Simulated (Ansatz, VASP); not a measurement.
## One calculation of KTaO3, two programs

```
K Ta O
1.0
     3.98830    0.00000    0.00000
     0.00000    3.98830    0.00000
     0.00000    0.00000    4.10795
K Ta O
1 1 3
Direct
  0.50000 0.50000 0.50000
  0.00000 0.00000 0.00000
  0.50000 0.00000 0.00000
  0.00000 0.50000 0.00000
  0.00000 0.00000 0.50000
```

Change from the starting cell: zz strain of +3 %, crystal datasets.

Alike in both runs: task electric field gradients; functional PBE; k mesh 5 × 5 × 5; occupations fermi-dirac, width 0.01 eV; no spin polarisation.

|  | VASP | Ansatz |
| --- | --- | --- |
| version | VASP 6.6.1 | Ansatz 0.2.0 |
| potentials or method | VASP PAW PBE potentials, release 64 (K_sv, Ta_pv, O), cutoff 520 eV | all-electron PAW with datasets made for the crystal, scalar-relativistic |

```tsv
	VASP	Ansatz	Ansatz less VASP
gap on the k mesh at the Fermi level (eV)	2.19	2.24	+0.054
pressure (GPa)	0.4	-0.1	-0.48
traceless stress, the component that is largest in VASP (GPa)	-6.46	-6.34	+0.125
size of Vzz on the site where it differs most (V/Å²)	148.0	145.2	-2.79
```

Ansatz ran all-electron here, and VASP with PAW potentials.

Spin-orbit coupling is off throughout.
